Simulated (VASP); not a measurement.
# TiC (I4mm) in VASP: single point with PBE

Aim: the single point of TiC with PBE.

Everything below comes from runs of VASP 6.6.1. Logs are shortened: lines on timing, memory, paths and dates and some standing lists are left out, and cuts for length are marked.

## (1) The cell of the first run

The structure is tetragonal, space group I4mm (No. 107). The conventional cell has a = 3.060 Å, b = 3.060 Å, c = 4.328 Å, α = 90.00°, β = 90.00°, γ = 90.00°. Ti (site symmetry 4mm) has 6 C at 1.96 to 2.36 Å within 2.6 Å. C (site symmetry 4mm) has 6 Ti at 1.96 to 2.36 Å within 2.6 Å.

## (2) Single point, PBE (atom 1 (Ti) moved by (+0.000, -0.200) A along [1 1 0] and z)

INCAR

```
PREC     = Accurate       # precision mode
ENCUT    = 520            # plane-wave cutoff, eV
EDIFF    = 1E-6           # SCF threshold, eV
ISMEAR   = 0              # smearing method
SIGMA    = 0.15           # smearing width, eV
LREAL    = False          # projectors in reciprocal space
LASPH    = True           # aspherical terms in the spheres
NELM     = 80             # most SCF steps
ALGO     = Normal         # electronic algorithm
ISIF     = 2              # what is computed and relaxed
LWAVE    = False          # write WAVECAR
LCHARG   = False          # write CHGCAR
GGA      = PE             # functional
NBANDS   = 15             # bands
```

KPOINTS

```
regular mesh
0
Gamma
  18 18 18
```

POSCAR

```
TiC
1.0
    0.0000000000      2.1640000000      2.1640000000
    2.1640000000      0.0000000000      2.1640000000
    2.1640000000      2.1640000000      0.0000000000
Ti C
1 1
Direct
   -0.0462107209     -0.0462107209      0.0462107209
    0.5000000000      0.5000000000      0.5000000000
```

Potentials or basis: VASP PAW PBE potentials, release 64 (Ti_sv, C).

Started as:

```console
> cat potpaw_PBE.64/Ti_sv/POTCAR potpaw_PBE.64/C/POTCAR > POTCAR
> mpirun -np 1 vasp_std > vasp.out
```

OUTCAR:

```text
PREC = Accurate
   ENCUT = 520
   EDIFF = 1E-6
   ISMEAR = 0
   LREAL = False
   LASPH = True
   NELM = 80
   ISIF = 2
   GGA = PE

 ion  position               nearest neighbor table
   1  0.954  0.954  0.046-   2 1.96   2 2.17   2 2.17   2 2.17   2 2.17   2 2.36
   2  0.500  0.500  0.500-   1 1.96   1 2.17   1 2.17   1 2.17   1 2.17   1 2.36

  LATTYP: Found a face centered cubic cell.
 ALAT       =     4.3280000000

  Lattice vectors:

 A1 = (   0.0000000000,   2.1640000000,   2.1640000000)
 A2 = (   2.1640000000,   0.0000000000,   2.1640000000)
 A3 = (   2.1640000000,   2.1640000000,   0.0000000000)

Analysis of symmetry for initial positions (statically):
=====================================================================
 Subroutine PRICEL returns:
 Original cell was already a primitive cell.

 Routine SETGRP: Setting up the symmetry group for a
 face centered cubic supercell.

 Subroutine GETGRP returns: Found  8 space group operations
 (whereof  8 operations were pure point group operations)
 out of a pool of 48 trial point group operations.

The static configuration has the point symmetry C_4v.

Analysis of symmetry for dynamics (positions and initial velocities):
=====================================================================
 Subroutine PRICEL returns:
 Original cell was already a primitive cell.

 Routine SETGRP: Setting up the symmetry group for a
 face centered cubic supercell.

 Subroutine GETGRP returns: Found  8 space group operations
 (whereof  8 operations were pure point group operations)
 out of a pool of 48 trial point group operations.

The dynamic configuration has the point symmetry C_4v.

 Subroutine INISYM returns: Found  8 space group operations
 (whereof  8 operations are pure point group operations),
 and found     1 'primitive' translations

----------------------------------------------------------------------------------------

                                     Primitive cell

  volume of cell :      20.2676

  direct lattice vectors                    reciprocal lattice vectors
     0.000000000  2.164000000  2.164000000    -0.231053604  0.231053604  0.231053604
     2.164000000  0.000000000  2.164000000     0.231053604 -0.231053604  0.231053604
     2.164000000  2.164000000  0.000000000     0.231053604  0.231053604 -0.231053604

  length of vectors
     3.060358149  3.060358149  3.060358149     0.400196582  0.400196582  0.400196582

  position of ions in fractional coordinates (direct lattice)
     0.953789279  0.953789279  0.046210721
     0.500000000  0.500000000  0.500000000

  ion indices of the primitive-cell ions
   primitive index   ion index
                 1           1
                 2           2

----------------------------------------------------------------------------------------

 KPOINTS: regular mesh

Automatic generation of k-mesh.
 Grid dimensions read from file:
 generate k-points for:   18   18   18

 Generating k-lattice:

  Cartesian coordinates                     Fractional coordinates (reciprocal lattice)
    -0.012836311  0.012836311  0.012836311     0.055555556  0.000000000  0.000000000
     0.012836311 -0.012836311  0.012836311     0.000000000  0.055555556  0.000000000
     0.012836311  0.012836311 -0.012836311     0.000000000  0.000000000  0.055555556

  Length of vectors
     0.022233143  0.022233143  0.022233143

  Shift w.r.t. Gamma in fractional coordinates (k-lattice)
     0.000000000  0.000000000  0.000000000

 Subroutine IBZKPT returns following result:
 ===========================================

 Found    480 irreducible k-points:

 Following reciprocal coordinates:
            Coordinates               Weight
  0.000000  0.000000  0.000000      1.000000
  0.055556  0.000000  0.000000      8.000000
  0.111111  0.000000  0.000000      8.000000
  0.166667  0.000000  0.000000      8.000000
  0.222222  0.000000  0.000000      8.000000
  0.277778  0.000000  0.000000      8.000000
[... 16 lines left out ...]
  0.388889  0.055556  0.000000      8.000000
  0.000000  0.388889  0.055556     16.000000
 [... further k-points ...]
   k-points           NKPTS =    480   k-points in BZ     NKDIM =    480   number of bands    NBANDS=     15
   number of dos      NEDOS =    301   number of ions     NIONS =      2
   total plane-waves  NPLWV =  13824
   dimension x,y,z NGX =    24 NGY =   24 NGZ =   24
   dimension x,y,z NGXF=    48 NGYF=   48 NGZF=   48
   ions per type =               1   1
   NGX,Y,Z   is equivalent  to a cutoff of  13.04, 13.04, 13.04 a.u.
   NGXF,Y,Z  is equivalent  to a cutoff of  26.07, 26.07, 26.07 a.u.
 SYSTEM =  unknown system
   PREC   = accura    normal or accurate (medium, high low for compatibility)
   ISTART =      0    job   : 0-new  1-cont  2-samecut
   ICHARG =      2    charge: 1-file 2-atom 10-const
   ISPIN  =      1    spin polarized calculation?
   LNONCOLLINEAR =      F non collinear calculations
   LSORBIT =      F    spin-orbit coupling
   LASPH  =      T    aspherical Exc in radial PAW
   ENCUT  =  520.0 eV  38.22 Ry    6.18 a.u.   5.69  5.69  5.69*2*pi/ulx,y,z
   NELM   =     80;   NELMIN=  2; NELMDL= -5     # of ELM steps
   EDIFF  = 0.1E-05   stopping-criterion for ELM
   LREAL  =      F    real-space projection
   EDIFFG = 0.1E-04   stopping-criterion for IOM
   NSW    =      0    number of steps for IOM
   IBRION =     -1    ionic relax: 0-MD 1-quasi-New 2-CG
   NFREE  =      0    steps in history (QN), initial steepest desc. (CG)
   ISIF   =      2    stress and relaxation
   ISYM   =      2    0-nonsym 1-usesym 2-fastsym
   POTIM  = 0.5000    time-step for ionic-motion
   TEBEG  =    0.0;   TEEND  =   0.0 temperature during run
   PSTRESS=    0.0 pullay stress
   NELECT =      16.0000    total number of electrons
   NUPDOWN=      -1.0000    fix difference up-down
   EMIN   =  10.00;   EMAX   =-10.00  energy-range for DOS
   EFERMI =   0.00;   METHOD = LEGACY
   ISMEAR =     0;   SIGMA  =   0.15  broadening in eV -4-tet -1-fermi 0-gaus
   EFERMI_NEDOS =   21; number of points for ismear=-14 and -15
   IALGO  =     38    algorithm
   IMIX   =      4    mixing-type and parameters
     AMIX     =   0.40;   BMIX     =  1.00
     AMIX_MAG =   1.60;   BMIX_MAG =  1.00
  volume/ion in A,a.u.               =      10.13        68.39
  Fermi-wavevector in a.u.,A,eV,Ry     =   1.513030  2.859212 31.147275  2.289260
  Thomas-Fermi vector in A             =   2.622876
   LORBIT       =      0    0 simple, 1 ext, 2 COOP (PROOUT), +10 PAW based schemes
   GGA     = PE    functional components
   LHFCALC =     F    Hartree Fock is set to
   AEXX    =    0.0000 exact exchange contribution
   IVDW    =     0    specifies the selected vdW correction
   LEPSILON=     F    determine dielectric tensor
   LRPA    =     F    only Hartree local field effects (RPA)
 non-spin polarized calculation
 Gauss-broadening in eV      SIGMA  =   0.15
  energy-cutoff  :      520.00
  volume of cell :       20.27
 maximum number of plane-waves:       568
   NGX = 11   NGY = 11   NGZ = 11

 number of electron      16.0000001 magnetization

 Free energy of the ion-electron system (eV)
  ---------------------------------------------------
  ext. energy  EPLUGINS =         0.00000000
  ---------------------------------------------------
  free energy    TOTEN  =       -18.52273949 eV

  energy without entropy =      -18.52122504  energy(sigma->0) =      -18.52198227

 E-fermi :   9.4887     XC(G=0): -12.6888

 val. band max:        9.4474716280   @ k =   0.0000  -0.0556   0.0556
 cond. band min:       9.4959243073   @ k =   0.3889   0.3333   0.0556
 fundamental gap:      0.0484526793
 Fermi energy:         9.4887217192

 k-point     1 :       0.0000    0.0000    0.0000
  band No.  band energies     occupation
      1     -47.1300      2.00000
      2     -23.1628      2.00000
      3     -23.1628      2.00000
      4     -23.1553      2.00000
      5      -2.9303      2.00000
      6       9.3325      1.85918
      7       9.3325      1.85918
      8       9.5486      0.57252
      9      10.1406      0.00000
     10      11.1676      0.00000
     11      12.0441      0.00000
     12      12.0441      0.00000
     13      13.0585      0.00000
     14      19.7807      0.00000
     15      23.3198      0.00000

 k-point     2 :       0.0556    0.0000    0.0000
  band No.  band energies     occupation
      1     -47.1278      2.00000
      2     -23.1771      2.00000
      3     -23.1643      2.00000
      4     -23.1584      2.00000
      5      -2.8602      2.00000
      6       8.9340      2.00000
      7       9.2386      1.98162
      8       9.6720      0.08392
      9      10.1617      0.00000
     10      10.8965      0.00000
     11      11.9081      0.00000
     12      12.5078      0.00000
     13      13.3785      0.00000
     14      19.9104      0.00000
     15      23.3616      0.00000

 k-point     3 :       0.1111    0.0000    0.0000
  band No.  band energies     occupation
      1     -47.1214      2.00000
      2     -23.2220      2.00000
      3     -23.1688      2.00000
      4     -23.1632      2.00000
      5      -2.6537      2.00000
      6       8.3087      2.00000
      7       8.9208      2.00000
      8       9.4117      1.53199
      9      10.3091      0.00000
     10      10.7006      0.00000
     11      11.8366      0.00000
     12      13.3093      0.00000
     13      14.0151      0.00000
     14      20.2409      0.00000
     15      23.4296      0.00000
[... 343 lines left out ...]
 k-point    23 :       0.3889    0.0556    0.0000
  band No.  band energies     occupation
      1     -47.0664      2.00000
      2     -23.5856      2.00000
      3     -23.2150      2.00000
      4     -23.2036      2.00000
      5      -0.3654      2.00000
      6       4.7245      2.00000
      7       6.8474      2.00000
      8       6.9895      2.00000
      9      11.6755      0.00000
     10      12.1350      0.00000
     11      13.0691      0.00000
     12      16.3813      0.00000
     13      16.8133      0.00000
     14      19.5882      0.00000
     15      24.7330      0.00000

 k-point    24 :       0.0000    0.3889    0.0556
  band No.  band energies     occupation
      1     -47.0664      2.00000
      2     -23.5853      2.00000
      3     -23.2120      2.00000
      4     -23.2060      2.00000
      5      -0.3709      2.00000
      6       4.7106      2.00000
      7       6.7888      2.00000
      8       7.0968      2.00000
      9      11.6807      0.00000
     10      12.0687      0.00000
     11      12.9984      0.00000
     12      16.5063      0.00000
     13      16.9005      0.00000
     14      19.4461      0.00000
     15      24.9611      0.00000

 [... further k-points ...]
[... 5 lines left out ...]
  --------------------------------------------------------------------------------------
  -------------------------------------------------------------------------------------
  Total        0.2146968      0.2146968      1.8384818      0.0000000     -0.0000000     -0.0000000
  in kB       16.9720564     16.9720564    145.3343103      0.0000000     -0.0000000     -0.0000000
  external PRESSURE =      59.7594744 kB  Pullay stress =       0.0000000 kB

 VOLUME and BASIS-vectors are now :
 -----------------------------------------------------------------------------
  energy-cutoff  :      520.00
  volume of cell :       20.27
      direct lattice vectors                 reciprocal lattice vectors
     0.000000000  2.164000000  2.164000000    -0.231053604  0.231053604  0.231053604
     2.164000000  0.000000000  2.164000000     0.231053604 -0.231053604  0.231053604
     2.164000000  2.164000000  0.000000000     0.231053604  0.231053604 -0.231053604

 POSITION                                       TOTAL-FORCE (eV/Angst)
 -----------------------------------------------------------------------------------
      2.16400      2.16400      4.12800         0.000000      0.000000      1.988370
      2.16400      2.16400      2.16400         0.000000      0.000000     -1.988370
 -----------------------------------------------------------------------------------
    total drift:                                0.000000      0.000000      0.000108

  FREE ENERGIE OF THE ION-ELECTRON SYSTEM (eV)
  ---------------------------------------------------
  free  energy   TOTEN  =       -18.5227394887 eV

  energy  without entropy=      -18.5212250421  energy(sigma->0) =      -18.52198227
```

Wall time 3.7 min (1 thread of Intel Xeon 8259CL, shared host); peak memory 0.26 GiB.

Results:

| Item | Value |
| --- | --- |
| Free energy | -18.5227 eV |
| Pressure | 6.0 GPa |
| Largest force | 1.988 eV/Å |
| Band gap on the k mesh | zero (bands 8 and 9 overlap by 1.04 eV) |

Forces in eV/Å, atoms in the order of the input:
```
Ti   0.000  0.000  1.988
C    0.000  0.000 -1.988
```

Caveat: the cell differs from its parent crystal (atom 1 (Ti) moved by (+0.000, -0.200) A along [1 1 0] and z); the stress differs along the axes, from 2 to 15 GPa; forces of over 1 eV/Å act on the atoms, so gaps and moduli don't describe the material at rest.

The gap in the log of VASP goes by the Fermi energy; the results here count the filled bands.